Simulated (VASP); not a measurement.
Input of a VASP 6.6.1 run:

The input INCAR:

```
PREC     = Accurate       # precision mode
ENCUT    = 520            # plane-wave cutoff, eV
EDIFF    = 1E-6           # SCF threshold, eV
ISMEAR   = -1             # smearing method
SIGMA    = 0.05           # smearing width, eV
LREAL    = False          # projectors in reciprocal space
LASPH    = True           # aspherical terms in the spheres
NELM     = 80             # most SCF steps
ALGO     = Normal         # electronic algorithm
ISIF     = 2              # what is computed and relaxed
LWAVE    = False          # write WAVECAR
LCHARG   = False          # write CHGCAR
NBANDS   = 22             # bands
```

The input KPOINTS:

```
Automatic mesh
0
Gamma
  8 7 5
```

The input POSCAR:

```
SiNi
1.0
    2.9427706600      0.0000000000      0.0000000000
    0.0000000000      3.2803255400      0.0000000000
    0.0000000000      0.0000000000      4.6774467600
Si Ni
2 2
Direct
    0.0275023131     -0.0001082210      0.2465699898
    1.1419952107      0.5001046329      0.8204285793
    0.6476318477      0.0001103549      0.6693690299
    0.5162040048      0.4998930685      0.2636325036
```

Potentials or basis: VASP PAW LDA potentials, release 64 (Si, Ni).

Command:

```console
$ cat potpaw_LDA.64/Si/POTCAR potpaw_LDA.64/Ni/POTCAR > POTCAR
$ mpirun -np 1 vasp_std > vasp.out
```

**Question.** What does it give for the largest force?

**Answer.** 0.158 eV/Å.

**Question.** Estimate the band gap on the k mesh.

**Answer.** Zero (bands 14 and 15 overlap by 1.55 eV).

**Question.** What does it give for the pressure?

**Answer.** 9.0 GPa.

Forces on the atoms (eV/Å):
```
Si   0.086  0.001  0.102
Si  -0.090 -0.001 -0.011
Ni  -0.096 -0.001  0.031
Ni   0.101  0.001 -0.122
```

Caveat: the stress differs along the axes, from 0 to 22 GPa. Spin polarisation is off, so any magnetic state and its effect on volume and gap are missing.
